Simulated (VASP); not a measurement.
Here is a VASP 6.6.1 calculation.

File INCAR:

```
SYSTEM = SiO2
PREC = Accurate
ENCUT = 520
EDIFF = 1E-7
ISMEAR = -1
SIGMA = 0.3102
LREAL = Auto
LASPH = .True.
NELM = 60
ALGO = Normal
ISIF = 2
LWAVE = .False.
LCHARG = .True.
GGA = PE
LELF = .True.
LVHAR = .True.
ISYM = 0
NBANDS = 72
```

The input KPOINTS:

```
Automatic mesh
0
Gamma
  1 1 1
  0 0 0
```

POSCAR

```
SiO2
1.0
    6.6801160000      0.0097880000     -0.1947280000
    0.0097880000      6.8389880000     -0.1197180000
   -0.1947280000     -0.1197180000      6.8867160000
Si O
7 14
Direct
    0.4626053535      0.3315623943      0.7397485539
    0.1814729712      0.6170517829      0.7454100146
    0.5114002202      0.7683369016      0.6923055487
    0.8736116164     -0.1097909178      0.0326111450
   -0.0072749284      0.3720603116      0.3218045704
    0.6597244454      1.0162693755      0.3387497842
    0.2162940185      0.9637693035      0.2730398691
    0.8157292687      0.0570630575     -0.1212271852
    0.0470602378     -0.2281405844      1.2360205374
   -0.1001727272      0.7407634104      0.8178852270
    0.2854845617      0.8277994856      0.6275085740
    0.3796778171      0.7221717619     -0.0765607496
    0.9452784393      0.3896212491      1.1042235307
    0.4185334109      0.0760078009      0.3241788504
   -0.2957751578      0.8898197122      0.1602706909
    0.0672073341      0.1245699456      0.3524715430
    0.2241055724      0.3499091200      0.7922185335
    0.6829142977     -0.1610910365      0.5098289284
    0.0753088498      0.5744200520      0.4829930785
    0.6112896465      0.5498485882      0.7031791326
    0.7447916939      0.2525683728      0.3759759771
```

Potentials or basis: VASP PAW PBE potentials, release 64 (Si, O).

Command:

```sh
$ cat potpaw_PBE.64/Si/POTCAR potpaw_PBE.64/O/POTCAR > POTCAR
$ mpirun -np 1 vasp_gam > vasp.out
```

Task: Predict the band gap on the k mesh.

Result: 0.46 eV.

Task: Predict the pressure.

Result: -2.8 GPa.

Forces in eV/Å, atoms in the order of the input:
```
Si   1.896  0.503 -0.066
Si  -3.146  1.435 -0.307
Si   3.324  0.761 -0.214
Si   6.410 -2.812 -6.111
Si  -1.746 -1.501  4.869
Si  -0.169  3.124  6.086
Si  -3.141 -2.239  1.663
O    0.476  1.019 -0.067
O    2.382  3.808 -3.180
O    3.073 -0.576  2.177
O   -1.373  0.093 -2.255
O   -0.521 -0.803 -1.014
O    0.131  1.245 -2.911
O    1.141 -0.666 -0.928
O   -4.713 -2.017  0.999
O   -0.113  2.134 -0.020
O    0.924  3.012 -0.826
O   -2.496  1.623  1.226
O   -0.200 -4.087  0.871
O   -2.189 -3.394 -0.079
O    0.050 -0.663  0.086
```

Caveat: the k points lie up to 0.94 Å⁻¹ apart.
